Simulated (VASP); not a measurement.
# TiZn3 (Pm-3m) in VASP: notebook, part 2 of 2

VASP 6.6.1.

### 4 Electric field gradients, LDA (16.11 Å³/atom)

This run uses another cell than the first one, of 16.11 Å³/atom.

INCAR

```
ALGO = Normal
EDIFF = 1E-8
ENCUT = 520
GGA = CA
ISIF = 2
ISMEAR = -1
LASPH = True
LCHARG = False
LEFG = True
LREAL = False
LWAVE = False
NBANDS = 32
NELM = 100
PREC = Accurate
SIGMA = 0.05
```

KPOINTS

```
k-points
0
Gamma
  9 9 9
```

POSCAR

```
TiZn3
1.0
    4.0093215403      0.0000000000      0.0000000000
    0.0000000000      4.0093215403      0.0000000000
    0.0000000000      0.0000000000      4.0093215403
Ti Zn
1 3
Direct
    0.0000000000      0.0000000000      0.0000000000
    0.0000000000      0.5000000000      0.5000000000
    0.5000000000      0.0000000000      0.5000000000
    0.5000000000      0.5000000000      0.0000000000
```

Potentials or basis: VASP PAW LDA potentials, release 64 (Ti_sv, Zn).

The run is started by

```bash
cat potpaw_LDA.64/Ti_sv/POTCAR potpaw_LDA.64/Zn/POTCAR > POTCAR
mpirun -np 1 vasp_std > vasp.out
```

OUTCAR:

```text
EDIFF = 1E-8
   ENCUT = 520
   GGA = CA
   ISIF = 2
   ISMEAR = -1
   LASPH = True
   LREAL = False
   NELM = 100
   PREC = Accurate

 ion  position               nearest neighbor table
   1  0.000  0.000  0.000-   2 2.84   3 2.84   4 2.84   2 2.84   3 2.84   2 2.84   4 2.84   2 2.84
                             3 2.84   4 2.84   3 2.84   4 2.84
   2  0.000  0.500  0.500-   1 2.84   3 2.84   4 2.84   1 2.84   4 2.84   1 2.84   3 2.84   1 2.84
                             3 2.84   4 2.84   4 2.84   3 2.84
   3  0.500  0.000  0.500-   1 2.84   2 2.84   4 2.84   1 2.84   4 2.84   2 2.84   4 2.84   4 2.84
                             1 2.84   2 2.84   1 2.84   2 2.84
   4  0.500  0.500  0.000-   1 2.84   2 2.84   3 2.84   2 2.84   3 2.84   1 2.84   3 2.84   3 2.84
                             1 2.84   2 2.84   2 2.84   1 2.84

  LATTYP: Found a simple cubic cell.
 ALAT       =     4.0093215403

  Lattice vectors:

 A1 = (   4.0093215403,   0.0000000000,   0.0000000000)
 A2 = (   0.0000000000,   4.0093215403,   0.0000000000)
 A3 = (   0.0000000000,   0.0000000000,   4.0093215403)

Analysis of symmetry for initial positions (statically):
=====================================================================
 Subroutine PRICEL returns:
 Original cell was already a primitive cell.

 Routine SETGRP: Setting up the symmetry group for a
 simple cubic supercell.

 Subroutine GETGRP returns: Found 48 space group operations
 (whereof 48 operations were pure point group operations)
 out of a pool of 48 trial point group operations.

The static configuration has the point symmetry O_h .

Analysis of symmetry for dynamics (positions and initial velocities):
=====================================================================
 Subroutine PRICEL returns:
 Original cell was already a primitive cell.
[... 1013 lines left out ...]
  --------------------------------------------------------------------------------------
  -------------------------------------------------------------------------------------
  Total       -5.3806235     -5.3806235     -5.3806235      0.0000000      0.0000000     -0.0000000
  in kB     -133.7613141   -133.7613141   -133.7613141      0.0000000      0.0000000     -0.0000000
  external PRESSURE =    -133.7613141 kB  Pullay stress =       0.0000000 kB

 VOLUME and BASIS-vectors are now :
 -----------------------------------------------------------------------------
  energy-cutoff  :      520.00
  volume of cell :       64.45
      direct lattice vectors                 reciprocal lattice vectors
     4.009321540  0.000000000  0.000000000     0.249418758  0.000000000  0.000000000
     0.000000000  4.009321540  0.000000000     0.000000000  0.249418758  0.000000000
     0.000000000  0.000000000  4.009321540     0.000000000  0.000000000  0.249418758

 POSITION                                       TOTAL-FORCE (eV/Angst)
 -----------------------------------------------------------------------------------
      0.00000      0.00000      0.00000         0.000000      0.000000      0.000000
      0.00000      2.00466      2.00466         0.000000      0.000000      0.000000
      2.00466      0.00000      2.00466         0.000000      0.000000      0.000000
      2.00466      2.00466      0.00000         0.000000      0.000000      0.000000
 -----------------------------------------------------------------------------------
    total drift:                                0.000000      0.000000     -0.000000

  FREE ENERGIE OF THE ION-ELECTRON SYSTEM (eV)
  ---------------------------------------------------
  free  energy   TOTEN  =       -14.6630131479 eV

  energy  without entropy=      -14.6330911409  energy(sigma->0) =      -14.64805214

 Electric field gradients (V/A^2)
---------------------------------------------------------------------
 ion       V_xx      V_yy      V_zz      V_xy      V_xz      V_yz
---------------------------------------------------------------------
   1       0.000    -0.000     0.000    -0.000     0.000     0.000
   2      37.987   -18.993   -18.993     0.000     0.000    -0.000
   3     -18.993    37.987   -18.993     0.000     0.000     0.000
   4     -18.993   -18.993    37.987     0.000     0.000     0.000
---------------------------------------------------------------------

 Electric field gradients after diagonalization (V/A^2)
 (convention: |V_zz| > |V_xx| > |V_yy|)
----------------------------------------------------------------------
 ion       V_xx      V_yy      V_zz     asymmetry (V_yy - V_xx)/ V_zz
----------------------------------------------------------------------
   1       0.000    -0.000     0.000      -0.283
   2     -18.993   -18.993    37.987       0.000
   3     -18.993   -18.993    37.987       0.000
   4     -18.993   -18.993    37.987       0.000
----------------------------------------------------------------------

           NMR quadrupolar parameters

 Cq : quadrupolar parameter    Cq=e*Q*V_zz/h
 eta: asymmetry parameters     (V_yy - V_xx)/ V_zz
 Q  : nuclear electric quadrupole moment in mb (millibarn)
----------------------------------------------------------------------
 ion       Cq(MHz)       eta       Q (mb)
----------------------------------------------------------------------
   1       0.000      -0.283       1.000
   2       0.092       0.000       1.000
   3       0.092       0.000       1.000
   4       0.092       0.000       1.000
----------------------------------------------------------------------
```

It took 28 s on 1 thread of Intel Xeon 6975P-C (Granite Rapids), shared host; peak memory 0.18 GiB.

Results:

```
Free energy                             : -14.6630 eV
Pressure                                : -13.4 GPa
Band gap on the k mesh                  : zero (bands 24 and 25 overlap by 1.77 eV)
Largest electric field gradient by atom : Ti +0.0; Zn +38.0 V/Å²
```

Levels at points of the mesh, in eV from the Fermi level:
```csv
k point,band 22,band 23,band 24,band 25,band 26,band 27
"(0.00, 0.00, 0.00)",-0.79,0.30,0.30,0.30,1.35,1.35
```

Electric field gradients, principal values (V/Å²):
| atom | least | middle | greatest (by size) |
| --- | --- | --- | --- |
| 1 Ti | 0.000 | 0.000 | 0.000 |
| 2 Zn | -18.993 | -18.993 | 37.987 |
| 3 Zn | -18.993 | -18.993 | 37.987 |
| 4 Zn | -18.993 | -18.993 | 37.987 |

Caveat: the cell stands under tension; without QUAD_EFG the Cq values of the log hold for a quadrupole moment of 1 mb, not for the nuclei.
